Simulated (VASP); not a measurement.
The system is RuC2.

```
Ru C
1.0
     3.04324    0.00000    0.00000
    -1.52162    2.63552    0.00000
     0.00000    0.00000    3.28589
Ru C
1 2
Direct
  0.00000 0.00000 0.00000
  0.33333 0.66667 0.50000
  0.66667 0.33333 0.50000
```

```yaml
Program: VASP 6.6.1
Task: relaxation of cell and atoms
Functional: PBE
Potentials_or_basis: VASP PAW PBE potentials, release 64 (Ru_pv, C)
Cutoff: 600 eV
k_mesh: 6 × 6 × 6
Occupations: gaussian, width 0.1 eV
Spin: no spin polarisation
```

At the start: pressure -13.9 GPa; volume 8.78 Å³/atom.

**Question.** Where does the relaxation end?

**Answer.** Over 22 steps the energy falls by 1215.7 meV/atom and the volume is 9.57 Å³/atom (+9.0 %); space group P6/mmm (No. 191, to 0.05 Å).

Step by step:
| step | energy change (eV) | largest force (eV/Å) | pressure (GPa) | volume (Å³) |
| --- | --- | --- | --- | --- |
| 1 | 0.0000 | 0.0000 | -13.86 | 26.35 |
| 2 | -0.8269 | 0.0000 | 16.04 | 23.44 |
| 3 | 10.4534 | 0.0000 | 608.77 | 14.87 |
| 4 | -0.9801 | 0.0000 | 27.99 | 22.78 |
| 5 | -0.6196 | 0.0000 | 132.54 | 19.57 |
| 6 | -1.1204 | 0.0000 | 53.61 | 21.69 |
| 7 | -1.1163 | 0.0000 | 68.39 | 21.19 |
| 8 | -1.2347 | 0.0000 | 73.98 | 21.05 |
| 9 | -1.4109 | 0.0000 | 95.54 | 20.58 |
| 10 | -1.6866 | 0.0000 | 84.23 | 20.96 |
| 11 | -2.3310 | 0.0000 | 56.22 | 22.14 |
| 12 | -3.0737 | 0.0000 | 17.79 | 24.55 |
| 13 | -3.4110 | 0.0000 | -21.73 | 29.62 |
| 14 | -3.4393 | 0.0000 | -16.35 | 28.60 |
| 15 | -3.5537 | 0.0000 | -11.18 | 28.57 |
| 16 | -3.6339 | 0.0000 | -2.48 | 28.50 |
| 17 | -3.4794 | 0.0000 | 19.34 | 28.24 |
| 18 | -3.6446 | 0.0000 | 0.81 | 28.47 |
| 19 | -3.6452 | 0.0000 | 2.37 | 28.45 |
| 20 | -3.6453 | 0.0000 | 1.95 | 28.45 |
| 21 | -3.6465 | 0.0000 | 1.28 | 28.57 |
| 22 | -3.6471 | 0.0000 | 0.42 | 28.72 |

Final structure:
```
Ru C
1.0
     2.51941    0.00000    0.00000
    -1.25971    2.18187    0.00000
     0.00000    0.00000    5.22400
Ru C
1 2
Direct
  0.00000 0.00000 0.00000
  0.33333 0.66667 0.50000
  0.66667 0.33333 0.50000
```

Caveat: the k points lie up to 0.48 Å⁻¹ apart in the final cell.
